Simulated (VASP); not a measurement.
# Li2SiN3 (R-3m) in VASP: a series of runs, part 2 of 2

VASP 6.6.1.

## (5) Single point, PBE, collinear spin, ferromagnetic start

The input, INCAR:

```
PREC = Accurate ; ENCUT = 520
EDIFF = 1E-6 ; ISMEAR = 0
SIGMA = 0.1 ; LREAL = F
LASPH = T ; NELM = 150
ALGO = Normal ; ISIF = 2
LWAVE = F ; LCHARG = F
ISPIN = 2 ; MAGMOM = 0 0 0 1 1 1
LORBIT = 11 ; GGA = PE
NBANDS = 26
```

The input, KPOINTS:

```
Automatic mesh
0
Gamma
  6 6 6
```

The input, POSCAR:

```
Li2SiN3
1.0
    2.3601864400      1.3626542800      3.4470241600
   -2.3601864400      1.3626542800      3.4470241600
    0.0000000000     -2.7253085500      3.4470241600
Li Si N
2 1 3
Direct
    0.6276879900      0.6276879900      0.6276879900
    0.3723120100      0.3723120100      0.3723120100
    0.0000000000      0.0000000000      0.0000000000
    0.0000000000      0.5000000000      0.0000000000
    0.5000000000      0.0000000000      0.0000000000
    0.0000000000      0.0000000000      0.5000000000
```

Started as:

```
$ cat potpaw_PBE.64/Li_sv/POTCAR potpaw_PBE.64/Si/POTCAR potpaw_PBE.64/N/POTCAR > POTCAR
$ mpirun -np 1 vasp_std > vasp.out
```

It took 3.4 min on 1 thread of Intel Xeon 8259CL, shared host; peak memory 0.28 GiB.

It converged, with:

```
Free energy                                           : -28.8365 eV
Largest force                                         : 0.081 eV/Å
Net moment                                            : 0.73 μB per cell
Site moments                                          : Li -0.00; Si +0.00; N +0.18 μB
Valence electrons inside the program's atomic spheres : Li 2.05; Si 1.39; N 3.43
```

Forces on the atoms (eV/Å):
```
Li   0.000  0.000  0.081
Li   0.000  0.000 -0.081
Si   0.000  0.000  0.000
N    0.000  0.000  0.000
N    0.000  0.000  0.000
N    0.000  0.000  0.000
```

Levels at points of the mesh, in eV from the Fermi level:
Spin up:
```tsv
k point	band 9	band 10	band 11	band 12	band 13	band 14	band 15	band 16	band 17	band 18
(0.00, 0.00, 0.00)	-4.12	-3.90	-2.82	-2.82	1.05	1.67	1.67	3.03	3.77	3.77
(0.50, 0.00, 0.00)	-3.76	-2.50	-1.98	-1.63	-1.33	0.23	1.57	2.58	4.28	4.88
(0.50, 0.50, 0.00)	-2.36	-2.29	-2.12	-1.70	-1.29	1.62	2.00	2.09	2.78	6.24
(0.50, 0.50, 0.50)	-4.37	-2.21	-2.21	1.14	1.57	1.57	1.74	1.74	3.53	4.18
```
Spin down:
```csv
k point,band 9,band 10,band 11,band 12,band 13,band 14,band 15,band 16
"(0.00, 0.00, 0.00)",-3.90,-3.80,-2.52,-2.52,1.57,2.15,2.15,3.05
"(0.50, 0.00, 0.00)",-3.50,-2.14,-1.58,-1.24,-0.92,0.37,2.06,2.72
"(0.50, 0.50, 0.00)",-1.99,-1.94,-1.94,-1.32,-0.88,2.12,2.15,2.24
"(0.50, 0.50, 0.50)",-4.04,-2.06,-2.06,1.63,1.63,1.67,2.24,2.24
```

Caveat: the cutoff is under 1.25 times the usual one of these potentials, so pressure, stress and relaxed cells hold a basis-set (Pulay) error; a moment this small can come from the mesh or the smearing.

## (6) Relaxation of cell and atoms, PBE

This run uses another cell than the first one, of 8.30 Å³/atom.

The input, INCAR:

```
  PREC = Accurate
  ENCUT = 600
  EDIFF = 1E-6
  ISMEAR = 0
  SIGMA = 0.1
  LREAL = F
  LASPH = T
  NELM = 80
  ALGO = Normal
  ISIF = 3
  LWAVE = F
  LCHARG = F
  GGA = PE
  IBRION = 2
  NSW = 100
  EDIFFG = -0.01
```

The input, KPOINTS:

```
Automatic mesh
0
Gamma
  12 12 12
```

The input, POSCAR:

```
Li2SiN3
1.0
    2.3893331579      1.3794821419      2.5196283826
   -2.3893331579      1.3794821419      2.5196283826
    0.0000000000     -2.7589642838      2.5196283826
Li Si N
2 1 3
Direct
    0.6451988597      0.6451988597      0.6451988597
    0.3548011403      0.3548011403      0.3548011403
    0.0000000000      0.0000000000      0.0000000000
    0.0000000000      0.5000000000      0.0000000000
    0.5000000000      0.0000000000      0.0000000000
    0.0000000000      0.0000000000      0.5000000000
```

Potentials or basis: VASP PAW PBE potentials, release 64 (Li_sv, Si, N).

Started as:

```
$ cat potpaw_PBE.64/Li_sv/POTCAR potpaw_PBE.64/Si/POTCAR potpaw_PBE.64/N/POTCAR > POTCAR
$ mpirun -np 1 vasp_std > vasp.out
```

OUTCAR:

```text
PREC = Accurate
   ENCUT = 600
   EDIFF = 1E-6
   ISMEAR = 0
   LREAL = F
   LASPH = T
   NELM = 80
   ISIF = 3
   GGA = PE
   IBRION = 2
   NSW = 100
   EDIFFG = -0.01

 ion  position               nearest neighbor table
   1  0.645  0.645  0.645-   4 1.98   5 1.98   6 1.98   2 2.20   3 2.68   3 2.76   3 2.76   3 2.76

   2  0.355  0.355  0.355-   4 1.98   5 1.98   6 1.98   1 2.20   3 2.68   3 2.76   3 2.76   3 2.76

   3  0.000  0.000  0.000-   4 1.87   5 1.87   4 1.87   5 1.87   6 1.87   6 1.87   1 2.68   2 2.68
                             2 2.76   1 2.76   2 2.76   1 2.76   2 2.76   1 2.76
   4  0.000  0.500  0.000-   3 1.87   3 1.87   1 1.98   2 1.98
   5  0.500  0.000  0.000-   3 1.87   3 1.87   1 1.98   2 1.98
   6  0.000  0.000  0.500-   3 1.87   3 1.87   1 1.98   2 1.98

  LATTYP: Found a trigonal (rhomboedric) cell.
 ALAT       =     3.7363633530
 COS(alpha) =     0.1821282488

  Lattice vectors:

 A1 = (   2.3893331579,   1.3794821419,   2.5196283826)
 A2 = (  -2.3893331579,   1.3794821419,   2.5196283826)
 A3 = (   0.0000000000,  -2.7589642838,   2.5196283826)

Analysis of symmetry for initial positions (statically):
[... 190 lines left out ...]
  -------------------------------------------------------------------------------------
  Total        0.2368895      0.2368895     -0.6934510      0.0000000      0.0000000      0.0000000
  in kB        7.6168593      7.6168593    -22.2969676      0.0000000      0.0000000      0.0000000
  external PRESSURE =      -2.3544163 kB  Pullay stress =       0.0000000 kB
[... 107 lines left out ...]
--------------------------------------- Ionic step        4  -------------------------------------------

 number of electron      24.9999997 magnetization

 Free energy of the ion-electron system (eV)
  ---------------------------------------------------
  ext. energy  EPLUGINS =         0.00000000
  ---------------------------------------------------
  free energy    TOTEN  =       -33.75927157 eV

  energy without entropy =      -33.75309311  energy(sigma->0) =      -33.75618234

 E-fermi :   6.3730     XC(G=0): -11.0924

 val. band max:        6.3377291859   @ k =   0.5000   0.2500   0.2500
 cond. band min:       6.3863259342   @ k =  -0.3333   0.4167   0.1667
 fundamental gap:      0.0485967483
 Fermi energy:         6.3730248103

 k-point     1 :       0.0000    0.0000    0.0000
  band No.  band energies     occupation
      1     -39.0625      2.00000
      2     -38.9471      2.00000
      3     -11.5540      2.00000
      4      -6.3529      2.00000
      5      -6.3529      2.00000
      6      -1.6436      2.00000
[... 433 lines left out ...]
      3     -10.4133      2.00000
      4      -8.5004      2.00000
      5      -6.6312      2.00000
      6      -0.8254      2.00000
[... 8 lines left out ...]
     15      12.4845      0.00000
     16      13.0107      0.00000

 [... further k-points ...]

------------------------ aborting loop because EDIFF is reached ----------------------------------------

  FORCE on cell =-STRESS in cart. coord.  units (eV):
  Direction    XX          YY          ZZ          XY          YZ          ZX
  --------------------------------------------------------------------------------------
  -------------------------------------------------------------------------------------
  Total       -0.0348109     -0.0348109     -0.0260148      0.0000000      0.0000000      0.0000000
  in kB       -1.1186979     -1.1186979     -0.8360205      0.0000000      0.0000000      0.0000000
  external PRESSURE =      -1.0244721 kB  Pullay stress =       0.0000000 kB
[... 21 lines left out ...]
  FREE ENERGIE OF THE ION-ELECTRON SYSTEM (eV)
  ---------------------------------------------------
  free  energy   TOTEN  =       -33.7592715689 eV

  energy  without entropy=      -33.7530931109  energy(sigma->0) =      -33.75618234

 reached required accuracy - stopping structural energy minimisation
```

Run time: 8.6 min. Hardware: 1 thread of Intel Xeon 8259CL, shared host; peak memory 0.3 GiB.

Results:

| Item | Value |
| --- | --- |
| Free energy | -33.7593 eV |
| Relaxed volume | 8.31 Å³/atom |
| Relaxed cell | a = 3.733 Å, b = 3.733 Å, c = 3.733 Å, α = 79.89°, β = 79.89°, γ = 79.89° |
| Space group after relaxing (to 0.1 Å) | R-3m (No. 166) |
| Energy gained by relaxing | 0.5 meV/atom |
| Ionic steps | 4 |
| Pressure after relaxing | -0.1 GPa |
| Largest force after relaxing | 0.003 eV/Å |
| Band gap on the k mesh | zero (an odd number of electrons rules out a gap without spin polarisation) |

Forces on the atoms (eV/Å):
```
Li   0.000  0.000 -0.003
Li   0.000  0.000  0.003
Si   0.000  0.000  0.000
N    0.000  0.000  0.000
N    0.000  0.000  0.000
N    0.000  0.000  0.000
```

The path:
```csv
step,energy change (eV),largest force (eV/Å),pressure (GPa),volume (Å³)
1,0.0000,0.0457,-0.24,49.83
2,-0.0027,0.0290,0.28,49.74
3,-0.0027,0.0271,0.34,49.73
4,-0.0029,0.0031,-0.10,49.86
```

Final structure:
```
CELL_PARAMETERS angstrom
2.39679 1.38379 2.50531
-2.39679 1.38379 2.50531
0.00000 -2.76758 2.50531
ATOMIC_POSITIONS crystal
Li 0.64468 0.64468 0.64468
Li 0.35532 0.35532 0.35532
Si 0.00000 0.00000 0.00000
N 0.00000 0.50000 0.00000
N 0.50000 0.00000 0.00000
N 0.00000 0.00000 0.50000
```

Levels at points of the mesh, in eV from the Fermi level:
```csv
k point,band 9,band 10,band 11,band 12,band 13,band 14,band 15,band 16
"(0.00, 0.00, 0.00)",-2.02,-2.02,-2.00,0.76,0.77,0.77,2.48,3.37
"(0.50, 0.00, 0.00)",-2.54,-2.48,-2.26,-2.18,-1.81,0.90,6.28,6.63
"(0.50, 0.50, 0.00)",-2.84,-2.24,-2.20,-2.02,-1.86,1.41,6.88,8.36
"(0.50, 0.50, 0.50)",-5.37,-2.09,-2.09,1.40,1.40,1.54,4.66,6.87
```

Caveat: the cutoff is under 1.25 times the usual one of these potentials, so pressure, stress and relaxed cells hold a basis-set (Pulay) error; an odd number of electrons without spin polarisation forces a metal; a magnetic or distorted state may lie lower.

## (7) The runs side by side

```csv
task,spin,cell,k mesh,cutoff (eV),gap on the mesh (eV),pressure (GPa),largest force (eV/Å)
relaxation of cell and atoms,off,"relaxed from a = 4.394 Å, angles 65.0°, 6 atoms, atomic positions A",6 × 6 × 6,600,none,0.5,0.03
single point,off,"a = 3.735 Å, angles 79.9°, 6 atoms, atomic positions B",12 × 12 × 12,520,none,-,0.03
single point,"collinear, ferromagnetic start","a = 4.394 Å, angles 65.0°, 6 atoms, atomic positions A",6 × 6 × 6,520,none,-,0.08
relaxation of cell and atoms,off,"relaxed from a = 3.736 Å, angles 79.5°, 6 atoms, atomic positions B",12 × 12 × 12,600,none,-0.1,-
```

Alike in all rows: level PBE; potentials or basis VASP PAW PBE potentials, release 64 (Li_sv, Si, N); smearing gaussian 0.1 eV.

Caveats: the cutoff is under 1.25 times the usual one of these potentials, so pressure, stress and relaxed cells hold a basis-set (Pulay) error; an odd number of electrons without spin polarisation forces a metal (at least some runs); a magnetic or distorted state may lie lower (at least some runs); the volume moved by over 15 % at a fixed basis, so the end points are rough (at least some runs); a moment this small can come from the mesh or the smearing (at least some runs).

Absolute energies hang on the potentials; compare differences alone.

The gap in the log of VASP goes by the Fermi energy; the results here count the filled bands.